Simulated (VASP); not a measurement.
Set up this calculation in VASP 6.6.1, as the native input.

```yaml
Task: single point
Functional: r2SCAN
Potentials_or_basis: VASP PAW PBE potentials, release 64 (In_d, Sb)
Cutoff: 520 eV
k_mesh: 6 × 6 × 6
Occupations: gaussian, width 0.15 eV
Spin: no spin polarisation
Dipole_correction: no
Further_INCAR_settings: ALGO = Normal; EDIFF = 1e-06; NBANDS = 16
```

InSb:

```xyz
2
Lattice="0.0000 3.5481 2.3063 3.5481 0.0000 2.3063 3.5481 3.5481 0.0000" Properties=species:S:1:pos:R:3 pbc="T T T"
In    0.0000    0.0000    0.0000
Sb    3.5481    3.5481    2.3063
```

This cell differs from its parent crystal: ratio of the length along z to the lengths across it x 0.65, volume and fractional coordinates fixed.

One way to write it, as run:

POSCAR

```
InSb
1.0
    0.0000000000      3.5481115792      2.3062725265
    3.5481115792      0.0000000000      2.3062725265
    3.5481115792      3.5481115792      0.0000000000
In Sb
1 1
Direct
    0.0000000000      0.0000000000      0.0000000000
    0.5000000000      0.5000000000      0.5000000000
```

INCAR.step1

```
SYSTEM = InSb
PREC = Accurate ; ENCUT = 520
ISMEAR = 0 ; SIGMA = 0.15
LREAL = .False. ; LASPH = .True.
NELM = 80 ; NBANDS = 16
GGA = PE ; ALGO = Normal
EDIFF = 1E-4 ; LWAVE = .True.
LCHARG = .False.
```

INCAR.step2

```
SYSTEM = InSb
PREC = Accurate ; ENCUT = 520
EDIFF = 1E-6 ; ISMEAR = 0
SIGMA = 0.15 ; LREAL = .False.
LASPH = .True. ; NELM = 80
ALGO = Normal ; ISIF = 2
LWAVE = .False. ; LCHARG = .False.
METAGGA = R2SCAN ; LMIXTAU = .True.
NBANDS = 16 ; ISTART = 1
```

KPOINTS

```
Automatic mesh
0
Gamma
  6 6 6
  0 0 0
```

Potentials or basis: VASP PAW PBE potentials, release 64 (In_d, Sb).

Launch:

```sh
$ cat potpaw_PBE.64/In_d/POTCAR potpaw_PBE.64/Sb/POTCAR > POTCAR
$ cp INCAR.step1 INCAR
$ mpirun -np 1 vasp_std > vasp.out
$ cp INCAR.step2 INCAR
$ mpirun -np 1 vasp_std > vasp.out
```

It gave:

| Quantity | Value |
| --- | --- |
| Pressure | 26.2 GPa |
| Band gap on the k mesh | zero (bands 9 and 10 overlap by 2.47 eV) |

Caveat: the stress differs along the axes, from -1 to 81 GPa; the PAW data sets were made with another functional, which shifts forces and pressure a little; spin-orbit coupling is left out, which moves the levels of the heavy elements.

Run time: 110 s on 1 thread of AMD EPYC 7R13 (shared host), peak memory 0.18 GiB.
